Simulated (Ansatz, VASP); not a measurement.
## GaB2: VASP beside Ansatz

Contents of INCAR:

```
SYSTEM = GaB2
ALGO = Normal
EDIFF = 1E-7
EDIFFG = -0.04
ENCUT = 600
GGA = PE
IBRION = 2
ISIF = 3
ISMEAR = 0
LASPH = .TRUE.
LCHARG = .FALSE.
LREAL = .FALSE.
LWAVE = .FALSE.
NELM = 100
NSW = 90
PREC = Accurate
SIGMA = 0.1
```

The input KPOINTS:

```
k-points
0
G
  6 6 2
  0 0 0
```

POSCAR

```
GaB2
1.0
    2.5725041322      0.0000000000      0.0000000000
   -1.2862520661      2.2278539299      0.0000000000
    0.0000000000      0.0000000000     10.0059861690
Ga B
2 4
Direct
    0.3333333333      0.6666666667      0.2500000000
    0.6666666667      0.3333333333      0.7500000000
    0.3333333333      0.6666666667      0.6275000000
    0.6666666667      0.3333333333      0.1275000000
    0.3333333333      0.6666666667      0.8725000000
    0.6666666667      0.3333333333      0.3725000000
```

Input for Ansatz:

```yaml
crystal:
  lattice:
    - [2.5725041322, 0.0, 0.0]
    - [-1.2862520661, 2.2278539299, 0.0]
    - [0.0, 0.0, 10.005986169]
  atoms:
    - { symbol: Ga, position: [0.3333333333, 0.6666666667, 0.25] }
    - { symbol: Ga, position: [0.6666666667, 0.3333333333, 0.75] }
    - { symbol: B, position: [0.3333333333, 0.6666666667, 0.6275] }
    - { symbol: B, position: [0.6666666667, 0.3333333333, 0.1275] }
    - { symbol: B, position: [0.3333333333, 0.6666666667, 0.8725] }
    - { symbol: B, position: [0.6666666667, 0.3333333333, 0.3725] }
basis:
  ecutwfc: 420
kpoints:
  mp_grid: { grid: [6, 6, 2] }
hamiltonian:
  xc: pbe
scf:
  occupations: { method: gaussian, width: 0.1 }
  lower_state_search: "off"
output:
  forces: true
  stress: true
  eigenvalues: true
relax:
  adjacent_minimum: "off"
  f_tol: 0.04
  max_steps: 70
  cell: { stress_tol: 0.4 }
```

Alike in both runs: task relaxation of cell and atoms; functional PBE; k mesh 6 × 6 × 2; occupations gaussian, width 0.1 eV; no spin polarisation.

|  | VASP | Ansatz |
| --- | --- | --- |
| version | VASP 6.6.1 | Ansatz 0.2.0 |
| potentials or method | VASP PAW PBE potentials, release 64 (Ga_d, B), cutoff 600 eV | scalar-relativistic, plane waves, PAW |
| valence electrons in the cell | 38 | 38 |

```csv
,VASP,Ansatz,Ansatz less VASP
"gap on the k mesh at the Fermi level, each at its own relaxed structure (eV)",none,none,-
relaxed volume (Å³/atom),10.58,10.60,+0.022
relaxed cell length with the largest relative difference (Å),3.067,3.070,+0.0032
```

A gap of «none» marks a metal or a gap that the smearing closes.

The k mesh is coarse, so the values compare programs but aren't converged.
